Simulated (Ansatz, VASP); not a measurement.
## One calculation of AlRu, two programs

```
Ru Al
1.0
     2.99160    0.00000    0.00000
     0.00000    2.99160    0.00000
     0.00000    0.00000    2.99160
Ru Al
1 1
Direct
  0.50000 0.50000 0.50000
  0.00000 0.00000 0.00000
```

Alike in both runs: task single point; functional PBE; k mesh 9 × 9 × 9; occupations gaussian, width 0.016 eV; no spin polarisation.

|  | VASP | Ansatz |
| --- | --- | --- |
| version | VASP 6.6.1 | Ansatz 0.2.0 |
| potentials or method | VASP PAW PBE potentials, release 64 (Ru_pv, Al) | Ansatz PAW |
| plane-wave cutoff (eV) | 520 | 420 |
| valence electrons in the cell | 17 | 19 |

|  | VASP | Ansatz | Ansatz less VASP |
| --- | --- | --- | --- |
| gap on the k mesh at the Fermi level (eV) | none | none | - |
| pressure (GPa) | 2.5 | 2.5 | +0.04 |

A gap of «none» marks a metal or a gap that the smearing closes. VASP's potentials hold 17 valence electrons a cell and Ansatz's 19, so a difference there can come from the potentials and not from the codes.
